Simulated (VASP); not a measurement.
Runs of VASP 6.6.1 on AlN. The structure is that of space group F-43m (No. 216), or close to it. The cells are those of the table. 

```csv
task,cell,cutoff (eV),ions in elastic constants,gap on the mesh (eV),pressure (GPa)
single point,"a = 3.105, b = 3.105, c = 3.093 Å, angles 59.9, 59.9, 90.0°, 2 atoms",520,-,3.88,-1.8
single point,"a = 3.090 Å, angles 60.0, 60.0, 90.0°, 2 atoms",520,-,(c),(b)
single point,"a = 3.059, b = 3.059, c = 3.084 Å, angles 60.3, 60.3, 90.0°, 2 atoms",520,-,3.90,2.6
single point,"a = 3.074, b = 3.074, c = 3.090 Å, angles 60.2, 60.2, 90.0°, 2 atoms",520,-,3.91,0.6
single point,"a = 3.059, b = 3.059, c = 3.090 Å, angles 60.3, 60.3, 90.0°, 2 atoms",520,-,3.88,(d)
single point,"a = 3.121, b = 3.121, c = 3.089 Å, angles 59.7, 59.7, 90.0°, 2 atoms",520,-,3.81,-2.3
single point,"a = 3.105, b = 3.105, c = 3.089 Å, angles 59.8, 59.8, 90.0°, 2 atoms",520,-,(a),-1.4
```

Alike in all rows: level r2SCAN; potentials or basis VASP PAW PBE potentials, release 64 (Al, N); no spin polarisation; k mesh 10 × 10 × 10; smearing gaussian 0.01 eV.

**Question.** Estimate the missing entries.

**Answer.** (a) 3.87; (b) -0.4; (c) 3.93; (d) 1.7.

Caveats: the PAW data sets were made with another functional, which shifts forces and pressure a little.

A k mesh can miss the band edges.
